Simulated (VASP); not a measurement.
# CoSn (P6/mmm) in VASP: single point with PBE

Aim: the single point of CoSn with PBE.

Everything below comes from runs of VASP 6.6.1. Logs are shortened: lines on timing, memory, paths and dates and some standing lists are left out, and cuts for length are marked.

## Step 1: The cell of the first run

The structure is hexagonal, space group P6/mmm (No. 191). The conventional cell has a = 5.295 Å, b = 5.295 Å, c = 4.233 Å, α = 90.00°, β = 90.00°, γ = 120.00°. Within 3.4 Å of Co (site symmetry mmm) lie 6 Sn at 2.61 to 2.65 Å and 4 Co at 2.65 Å. Sn (site symmetry -6m2) has 6 Co at 2.61 Å and 3 Sn at 3.06 Å within 3.4 Å. Sn (site symmetry 6/mmm) has 6 Co at 2.65 Å within 3.5 Å.

## Step 2: Single point, PBE

Input file INCAR:

```
SYSTEM = CoSn
ALGO = Fast ; EDIFF = 1E-7
ENCUT = 520 ; GGA = PE
ISIF = 2 ; ISMEAR = 0
LASPH = .True. ; LCHARG = .False.
LREAL = .False. ; LWAVE = .False.
NBANDS = 44 ; NELM = 80
PREC = Accurate ; SIGMA = 0.1
```

Input file KPOINTS:

```
k-points
0
Gamma
  12 12 10
  0 0 0
```

Input file POSCAR:

```
CoSn
1.0
    5.2951993327      0.0000000000      0.0000000000
   -2.6475996664      4.5857771403      0.0000000000
    0.0000000000      0.0000000000      4.2327295599
Co Sn
3 3
Direct
    0.0000000000      0.5000000000      0.0000000000
    0.5000000000      0.5000000000      0.0000000000
    0.5000000000      0.0000000000      0.0000000000
    0.6666666667      0.3333333333      0.5000000000
    0.3333333333      0.6666666667      0.5000000000
    0.0000000000      0.0000000000      0.0000000000
```

Potentials or basis: VASP PAW PBE potentials, release 64 (Co, Sn_d).

On the command line:

```
> cat potpaw_PBE.64/Co/POTCAR potpaw_PBE.64/Sn_d/POTCAR > POTCAR
> mpirun -np 1 vasp_std > vasp.out
```

OUTCAR:

```text
SYSTEM = CoSn
   EDIFF = 1E-7
   ENCUT = 520
   GGA = PE
   ISIF = 2
   ISMEAR = 0
   LASPH = .True.
   LREAL = .False.
   NELM = 80
   PREC = Accurate

 ion  position               nearest neighbor table
   1  0.000  0.500  0.000-   4 2.61   5 2.61   4 2.61   5 2.61   2 2.65   2 2.65   3 2.65   3 2.65
                             6 2.65   6 2.65
   2  0.500  0.500  0.000-   4 2.61   5 2.61   4 2.61   5 2.61   1 2.65   1 2.65   6 2.65   6 2.65
                             3 2.65   3 2.65
   3  0.500  0.000  0.000-   4 2.61   5 2.61   4 2.61   5 2.61   6 2.65   6 2.65   1 2.65   1 2.65
                             2 2.65   2 2.65
   4  0.667  0.333  0.500-   1 2.61   1 2.61   3 2.61   3 2.61   2 2.61   2 2.61   5 3.06   5 3.06
                             5 3.06   6 3.72   6 3.72   6 3.72   6 3.72   6 3.72   6 3.72
   5  0.333  0.667  0.500-   1 2.61   1 2.61   3 2.61   3 2.61   2 2.61   2 2.61   4 3.06   4 3.06
                             4 3.06   6 3.72   6 3.72   6 3.72   6 3.72   6 3.72   6 3.72
   6  0.000  0.000  0.000-   3 2.65   3 2.65   2 2.65   2 2.65   1 2.65   1 2.65   5 3.72   4 3.72
                             5 3.72   4 3.72   4 3.72   5 3.72   5 3.72   4 3.72   5 3.72   5 3.72

  LATTYP: Found a hexagonal cell.
 ALAT       =     5.2951993327
 C/A-ratio  =     0.7993522612

  Lattice vectors:

 A1 = (   5.2951993327,   0.0000000000,   0.0000000000)
 A2 = (  -2.6475996664,   4.5857771403,   0.0000000000)
 A3 = (   0.0000000000,   0.0000000000,   4.2327295599)

Analysis of symmetry for initial positions (statically):
=====================================================================
 Subroutine PRICEL returns:
 Original cell was already a primitive cell.

 Routine SETGRP: Setting up the symmetry group for a
 hexagonal supercell.

 Subroutine GETGRP returns: Found 24 space group operations
 (whereof 24 operations were pure point group operations)
 out of a pool of 24 trial point group operations.

The static configuration has the point symmetry D_6h.

Analysis of symmetry for dynamics (positions and initial velocities):
=====================================================================
 Subroutine PRICEL returns:
 Original cell was already a primitive cell.

 Routine SETGRP: Setting up the symmetry group for a
 hexagonal supercell.

 Subroutine GETGRP returns: Found 24 space group operations
 (whereof 24 operations were pure point group operations)
 out of a pool of 24 trial point group operations.

The dynamic configuration has the point symmetry D_6h.

 Subroutine INISYM returns: Found 24 space group operations
 (whereof 24 operations are pure point group operations),
 and found     1 'primitive' translations

----------------------------------------------------------------------------------------

                                     Primitive cell

  volume of cell :     102.7817

  direct lattice vectors                    reciprocal lattice vectors
     5.295199333  0.000000000  0.000000000     0.188850303  0.109032773  0.000000000
    -2.647599666  4.585777140  0.000000000     0.000000000  0.218065547  0.000000000
     0.000000000  0.000000000  4.232729560     0.000000000  0.000000000  0.236254168

  length of vectors
     5.295199333  5.295199333  4.232729560     0.218065547  0.218065547  0.236254168

  position of ions in fractional coordinates (direct lattice)
     1.000000000  0.500000000  0.000000000
     0.500000000  0.500000000  0.000000000
     0.500000000  0.000000000  0.000000000
     0.666666667  0.333333333  0.500000000
     0.333333333  0.666666667  0.500000000
     0.000000000  0.000000000  0.000000000

  ion indices of the primitive-cell ions
   primitive index   ion index
                 1           1
                 2           2
                 3           3
                 4           4
                 5           5
                 6           6

----------------------------------------------------------------------------------------

 KPOINTS: k-points

Automatic generation of k-mesh.
 Grid dimensions read from file:
 generate k-points for:   12   12   10

 Generating k-lattice:

  Cartesian coordinates                     Fractional coordinates (reciprocal lattice)
     0.015737525  0.009086064  0.000000000     0.083333333  0.000000000  0.000000000
     0.000000000  0.018172129  0.000000000     0.000000000  0.083333333  0.000000000
     0.000000000  0.000000000  0.023625417     0.000000000  0.000000000  0.100000000

  Length of vectors
     0.018172129  0.018172129  0.023625417

  Shift w.r.t. Gamma in fractional coordinates (k-lattice)
     0.000000000  0.000000000  0.000000000

 Subroutine IBZKPT returns following result:
 ===========================================

 Found    114 irreducible k-points:

 Following reciprocal coordinates:
            Coordinates               Weight
  0.000000  0.000000  0.000000      1.000000
  0.083333  0.000000  0.000000      6.000000
  0.166667  0.000000  0.000000      6.000000
  0.250000  0.000000  0.000000      6.000000
  0.333333  0.000000  0.000000      6.000000
  0.416667  0.000000  0.000000      6.000000
[... 16 lines left out ...]
  0.250000  0.000000  0.100000     12.000000
  0.333333  0.000000  0.100000     12.000000
 [... further k-points ...]
   k-points           NKPTS =    114   k-points in BZ     NKDIM =    114   number of bands    NBANDS=     44
   number of dos      NEDOS =    301   number of ions     NIONS =      6
   total plane-waves  NPLWV =  51200
   dimension x,y,z NGX =    40 NGY =   40 NGZ =   32
   dimension x,y,z NGXF=    80 NGYF=   80 NGZF=   64
   ions per type =               3   3
   NGX,Y,Z   is equivalent  to a cutoff of  12.56, 12.56, 12.57 a.u.
   NGXF,Y,Z  is equivalent  to a cutoff of  25.12, 25.12, 25.14 a.u.
 SYSTEM =  CoSn
   PREC   = accura    normal or accurate (medium, high low for compatibility)
   ISTART =      0    job   : 0-new  1-cont  2-samecut
   ICHARG =      2    charge: 1-file 2-atom 10-const
   ISPIN  =      1    spin polarized calculation?
   LNONCOLLINEAR =      F non collinear calculations
   LSORBIT =      F    spin-orbit coupling
   LASPH  =      T    aspherical Exc in radial PAW
   ENCUT  =  520.0 eV  38.22 Ry    6.18 a.u.   9.85  9.85  7.87*2*pi/ulx,y,z
   NELM   =     80;   NELMIN=  2; NELMDL= -5     # of ELM steps
   EDIFF  = 0.1E-06   stopping-criterion for ELM
   LREAL  =      F    real-space projection
   EDIFFG = 0.1E-05   stopping-criterion for IOM
   NSW    =      0    number of steps for IOM
   IBRION =     -1    ionic relax: 0-MD 1-quasi-New 2-CG
   NFREE  =      0    steps in history (QN), initial steepest desc. (CG)
   ISIF   =      2    stress and relaxation
   ISYM   =      2    0-nonsym 1-usesym 2-fastsym
   POTIM  = 0.5000    time-step for ionic-motion
   TEBEG  =    0.0;   TEEND  =   0.0 temperature during run
   PSTRESS=    0.0 pullay stress
   NELECT =      69.0000    total number of electrons
   NUPDOWN=      -1.0000    fix difference up-down
   EMIN   =  10.00;   EMAX   =-10.00  energy-range for DOS
   EFERMI =   0.00;   METHOD = LEGACY
   ISMEAR =     0;   SIGMA  =   0.10  broadening in eV -4-tet -1-fermi 0-gaus
   EFERMI_NEDOS =   21; number of points for ismear=-14 and -15
   IALGO  =     68    algorithm
   IMIX   =      4    mixing-type and parameters
     AMIX     =   0.40;   BMIX     =  1.00
     AMIX_MAG =   1.60;   BMIX_MAG =  1.00
  volume/ion in A,a.u.               =      17.13       115.60
  Fermi-wavevector in a.u.,A,eV,Ry     =   1.433461  2.708849 27.957400  2.054811
  Thomas-Fermi vector in A             =   2.552977
   LORBIT       =      0    0 simple, 1 ext, 2 COOP (PROOUT), +10 PAW based schemes
   GGA     = PE    functional components
   LHFCALC =     F    Hartree Fock is set to
   AEXX    =    0.0000 exact exchange contribution
   IVDW    =     0    specifies the selected vdW correction
   LEPSILON=     F    determine dielectric tensor
   LRPA    =     F    only Hartree local field effects (RPA)
 non-spin polarized calculation
 RMM-DIIS sequential band-by-band and
 Gauss-broadening in eV      SIGMA  =   0.10
  energy-cutoff  :      520.00
  volume of cell :      102.78
 maximum number of plane-waves:      2790
 NGX is ok and might be reduce to    40
   NGX = 19   NGY = 19   NGZ = 15

 number of electron      69.0000015 magnetization

 Free energy of the ion-electron system (eV)
  ---------------------------------------------------
  ext. energy  EPLUGINS =         0.00000000
  ---------------------------------------------------
  free energy    TOTEN  =       -33.25592274 eV

  energy without entropy =      -33.24457352  energy(sigma->0) =      -33.25024813

 E-fermi :   9.7595     XC(G=0): -11.7041

 val. band max:        9.7578518909   @ k =   0.2500   0.0833   0.3000
 cond. band min:       9.7751643424   @ k =   0.0000   0.0000   0.4000
 fundamental gap:      0.0173124515
 Fermi energy:         9.7594706518

 k-point     1 :       0.0000    0.0000    0.0000
  band No.  band energies     occupation
      1     -11.7567      2.00000
      2     -11.6447      2.00000
      3     -11.6447      2.00000
      4     -11.6244      2.00000
      5     -11.6244      2.00000
      6     -11.5219      2.00000
[... 36 lines left out ...]
     43      15.6166      0.00000
     44      16.2986      0.00000

 k-point     2 :       0.0833    0.0000    0.0000
  band No.  band energies     occupation
      1     -11.7562      2.00000
      2     -11.6453      2.00000
      3     -11.6448      2.00000
      4     -11.6302      2.00000
      5     -11.6275      2.00000
      6     -11.5331      2.00000
[... 36 lines left out ...]
     43      15.4865      0.00000
     44      15.5215      0.00000

 k-point     3 :       0.1667    0.0000    0.0000
  band No.  band energies     occupation
      1     -11.7548      2.00000
      2     -11.6468      2.00000
      3     -11.6445      2.00000
      4     -11.6438      2.00000
      5     -11.6361      2.00000
      6     -11.5437      2.00000
[... 976 lines left out ...]
     43      14.3016      0.00000
     44      16.0718      0.00000

 k-point    24 :       0.3333    0.0000    0.1000
  band No.  band energies     occupation
      1     -11.7499      2.00000
      2     -11.6748      2.00000
      3     -11.6606      2.00000
      4     -11.6472      2.00000
      5     -11.6399      2.00000
      6     -11.5501      2.00000
[... 36 lines left out ...]
     43      14.3674      0.00000
     44      15.8328      0.00000

 [... further k-points ...]

------------------------ aborting loop because EDIFF is reached ----------------------------------------

  FORCE on cell =-STRESS in cart. coord.  units (eV):
  Direction    XX          YY          ZZ          XY          YZ          ZX
  --------------------------------------------------------------------------------------
  -------------------------------------------------------------------------------------
  Total       -0.0206392     -0.0206392     -0.0872497      0.0000000      0.0000000     -0.0000000
  in kB       -0.3217267     -0.3217267     -1.3600615      0.0000000      0.0000000     -0.0000000
  external PRESSURE =      -0.6678383 kB  Pullay stress =       0.0000000 kB

 VOLUME and BASIS-vectors are now :
 -----------------------------------------------------------------------------
  energy-cutoff  :      520.00
  volume of cell :      102.78
      direct lattice vectors                 reciprocal lattice vectors
     5.295199333  0.000000000  0.000000000     0.188850303  0.109032773  0.000000000
    -2.647599666  4.585777140  0.000000000     0.000000000  0.218065547  0.000000000
     0.000000000  0.000000000  4.232729560     0.000000000  0.000000000  0.236254168

 POSITION                                       TOTAL-FORCE (eV/Angst)
 -----------------------------------------------------------------------------------
     -1.32380      2.29289      0.00000         0.000000      0.000000      0.000000
      1.32380      2.29289      0.00000         0.000000      0.000000      0.000000
      2.64760      0.00000      0.00000         0.000000      0.000000      0.000000
      2.64760      1.52859      2.11636         0.000000     -0.000000     -0.000000
     -0.00000      3.05718      2.11636        -0.000000      0.000000      0.000000
      0.00000      0.00000      0.00000         0.000000      0.000000      0.000000
 -----------------------------------------------------------------------------------
    total drift:                               -0.000000      0.000000     -0.000000

  FREE ENERGIE OF THE ION-ELECTRON SYSTEM (eV)
  ---------------------------------------------------
  free  energy   TOTEN  =       -33.2559227386 eV

  energy  without entropy=      -33.2445735181  energy(sigma->0) =      -33.25024813
```

Run time: 4.4 min. Hardware: 1 thread of Intel Xeon 6975P-C (Granite Rapids), shared host; peak memory 0.51 GiB.

What came out:

* Free energy: -33.2559 eV
* Pressure: -0.1 GPa
* Band gap on the k mesh: zero (an odd number of electrons rules out a gap without spin polarisation)

Stress tensor (GPa, compression positive):
```
-0.03  0.00  0.00
 0.00 -0.03  0.00
 0.00  0.00 -0.14
```

Caveat: spin-orbit coupling is left out, which moves the levels of the heavy elements; the run has no spin polarisation, though such a crystal can be magnetic. Spin polarisation is off, so any magnetic state and its effect on volume and gap are missing.
